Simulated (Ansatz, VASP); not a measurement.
**Ir in VASP and in Ansatz**

```xyz
1
Lattice="0.0000 2.0237 1.7341 2.0237 0.0000 1.7341 2.0237 2.0237 0.0000" Properties=species:S:1:pos:R:3 pbc="T T T"
Ir    0.0000    0.0000    0.0000
```

Alike in both runs: task single point; functional LDA; k mesh 22 × 22 × 22; occupations gaussian, width 0.15 eV; no spin polarisation.

```csv
,VASP,Ansatz
version,VASP 6.6.1,Ansatz 0.2.0
potentials or method,"VASP PAW LDA potentials, release 64 (Ir), cutoff 520 eV","scalar-relativistic, plane waves, PAW"
valence electrons in the cell,9,17
```

```csv
,VASP,Ansatz,Ansatz less VASP
gap on the k mesh at the Fermi level (eV),none,none,-
pressure (GPa),-3.1,-5.3,-2.26
"traceless stress, the component that is largest in VASP (GPa)",30.17,30.34,+0.178
```

Ansatz warns that its potentials were made for another functional, while VASP's fit it. LDA's correlation is that of Perdew and Zunger in VASP and of Perdew and Wang (1992) in Ansatz. A gap of «none» marks a metal or a gap that the smearing closes. VASP's potentials hold 9 valence electrons a cell and Ansatz's 17, so a difference there can come from the potentials and not from the codes.

Spin-orbit coupling is off throughout.
